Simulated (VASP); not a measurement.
Wanted: the native input for a VASP 6.6.1 run.

```yaml
Task: G0W0 quasiparticle levels
Functional: PBE
Potentials_or_basis: VASP PAW PBE potentials, release 64 (Be_GW, S_GW)
Cutoff: 500 eV
k_mesh: 6 × 6 × 6
Occupations: gaussian, width 0.01 eV
Spin: no spin polarisation
Dipole_correction: no
GW_scheme: G0W0
GW_iterations: 1
Cutoff_of_the_response_function: 150
Frequency_points: 96
Empty_bands: 110
Further_INCAR_settings: ALGO = EVGW0; EDIFF = 1e-08; NBANDS = 114
```

Crystal: BeS.

```xyz
2
Lattice="0.0000 2.3636 2.3636 2.3636 0.0000 2.3636 2.3636 2.3636 0.0000" Properties=species:S:1:pos:R:3 pbc="T T T"
Be    0.0000    0.0000    0.0000
S     2.3636    2.3636    2.3636
```

These files were run (other wordings do the same):

POSCAR

```
BeS
1.0
    0.0000000000      2.3636431409      2.3636431409
    2.3636431409      0.0000000000      2.3636431409
    2.3636431409      2.3636431409      0.0000000000
Be S
1 1
Direct
    0.0000000000      0.0000000000      0.0000000000
    0.5000000000      0.5000000000      0.5000000000
```

INCAR.step1

```
SYSTEM = BeS
PREC = Accurate
ENCUT = 500
EDIFF = 1E-8
ISMEAR = 0
SIGMA = 0.01
LREAL = .False.
LASPH = .True.
NELM = 100
ALGO = Normal
LWAVE = .True.
LCHARG = .False.
GGA = PE
```

INCAR.step2

```
SYSTEM = BeS
PREC = Accurate
ENCUT = 500
EDIFF = 1E-8
ISMEAR = 0
SIGMA = 0.01
LREAL = .False.
LASPH = .True.
NELM = 1
ALGO = Exact
LWAVE = .True.
LCHARG = .False.
GGA = PE
NBANDS = 114
LOPTICS = .True.
ISTART = 1
```

INCAR.step3

```
SYSTEM = BeS
PREC = Accurate
ENCUT = 500
EDIFF = 1E-8
ISMEAR = 0
SIGMA = 0.01
LREAL = .False.
LASPH = .True.
ALGO = EVGW0
LWAVE = .False.
LCHARG = .False.
GGA = PE
NELMGW = 1
NBANDS = 114
ENCUTGW = 150.0
NOMEGA = 96
PRECFOCK = Fast
ISTART = 1
NBANDSGW = 12
OMEGAMAX = 20
```

KPOINTS

```
regular mesh
0
Gamma
  6 6 6
  0 0 0
```

Potentials or basis: VASP PAW PBE potentials, release 64 (Be_GW, S_GW).

Launch:

```bash
$ cat potpaw_PBE.64/Be_GW/POTCAR potpaw_PBE.64/S_GW/POTCAR > POTCAR
$ cp INCAR.step1 INCAR
$ mpirun -np 1 vasp_std > vasp.out
$ cp INCAR.step2 INCAR
$ mpirun -np 1 vasp_std > vasp.out
$ cp INCAR.step3 INCAR
$ mpirun -np 1 vasp_std > vasp.out
```

It gave:

```
Quasiparticle gap                                   : 1.71 eV
Least direct quasiparticle gap                      : 4.76 eV
Band gap of the starting levels on the mesh         : 0.94 eV
Least direct gap of the starting levels on the mesh : 3.87 eV
```

Caveat: the k points lie up to 0.38 Å⁻¹ apart; bands, screening cutoff and mesh are small and nothing is extrapolated, so the quasiparticle values aren't converged; the structure was generated, so it needn't be the stable form of BeS.

Wall time 5.1 min on 1 thread of AMD EPYC 9R45 96-Core Processor (Zen 5) (shared host), peak memory 0.51 GiB.
